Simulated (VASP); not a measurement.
**C: elastic constants with LDA**

The system is C.

```
CELL_PARAMETERS angstrom
1.22250 0.70581 3.30395
-1.22250 0.70581 3.30395
0.00000 -1.41163 3.30395
ATOMIC_POSITIONS crystal
C 0.83343 0.83343 0.83343
C 0.16657 0.16657 0.16657
```

* Program: VASP 6.6.1
* Task: elastic constants
* Functional: LDA
* Potentials or basis: VASP PAW LDA potentials, release 64 (C)
* Cutoff: 600 eV
* k mesh: 12 × 12 × 12
* Occupations: gaussian, width 0.01 eV
* Spin: no spin polarisation
* Dipole correction: no
* Ions in elastic constants: relaxed
* Further INCAR settings: ALGO = Normal; EDIFF = 1e-08; IBRION = 6; POTIM = 0.015; NSW = 1; ISIF = 3

* Voigt bulk modulus: 293 GPa
* Highest phonon frequency at Γ: 1601 cm⁻¹

Phonon frequencies in cm⁻¹ (negative: imaginary):
```tsv
q point	frequencies
(0.000, 0.000, 0.000)	0 0 0 882 1601 1601
```

Elastic tensor in Voigt notation (GPa, in the Cartesian axes of the cell as first typed):
```
1101  210   -5    2    0    0
 210 1101   -5   -2    0    0
  -5   -5   33    0    0    0
   2   -2    0    5    0    0
   0    0    0    0    5    2
   0    0    0    0    2  445
```

Clamped-ion elastic tensor (GPa):
```
1131  181   -5    2    0    0
 181 1131   -5   -2    0    0
  -5   -5   33    0    0    0
   2   -2    0    5    0    0
   0    0    0    0    5    2
   0    0    0    0    2  475
```

Run time: 17 min on 1 thread of AMD EPYC 7R13 Processor (Zen 3), on a shared host, peak memory 0.34 GiB.
